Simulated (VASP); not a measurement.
# TaN: single point with PBEsol

Crystal: TaN.

```xyz
2
Lattice="0.0000 2.1790 2.1790 2.1790 0.0000 2.1790 2.1790 2.1790 0.0000" Properties=species:S:1:pos:R:3 pbc="T T T"
Ta    2.1790    2.1790    2.0790
N     0.0000    0.0000    0.0000
```

This cell differs from its parent crystal: all Ta atoms moved -0.100 Å, as atom 1 along Cartesian [0 0 1].

```yaml
Program: VASP 6.6.1
Task: single point
Functional: PBEsol
Potentials_or_basis: VASP PAW PBE potentials, release 64 (Ta_pv, N)
Cutoff: 520 eV
k_mesh: 18 × 18 × 18
Occupations: gaussian, width 0.15 eV
Spin: no spin polarisation
```

```json
{"Pressure": "7.4 GPa", "Largest force": "0.952 eV/Å", "Band gap on the k mesh": "zero (band 8 reaches 11.62 eV, above the bottom of band 9 at 7.75 eV)"}
```

Forces on the atoms (eV/Å):
```
Ta   0.000  0.000  0.952
N    0.000  0.000 -0.952
```

Stress tensor (GPa, compression positive):
```
 5.54  0.00  0.00
 0.00  5.54  0.00
 0.00  0.00 11.02
```

Levels at points of the mesh, in eV from the Fermi level:
```
           k point  band 4  band 5  band 6  band 7  band 8  band 9  band 10  band 11  band 12  band 13
(0.00, 0.00, 0.00)  -19.01   -4.14   -4.14   -4.09   -2.17   -1.87    -1.87     0.06     0.39     1.77
(0.50, 0.00, 0.00)  -15.79  -10.59   -7.76   -7.74    1.95    2.04     2.09     3.86     7.66     8.00
(0.50, 0.50, 0.00)  -17.72   -6.64   -5.67   -4.67   -4.67    2.22     3.74     3.74     4.72     6.64
(0.00, 0.50, 0.50)  -17.72   -6.68   -6.12   -4.71   -4.18    2.29     3.74     3.75     4.81     7.06
```

Wall time 2.7 min on 1 thread of Intel Xeon 8259CL (shared host), peak memory 0.27 GiB.

Caveat: the cell differs from its parent crystal (all Ta atoms moved -0.100 Å, as atom 1 along Cartesian [0 0 1]); the PAW data sets were made with another functional, which shifts forces and pressure a little; spin-orbit coupling is left out, which moves the levels of the heavy elements.
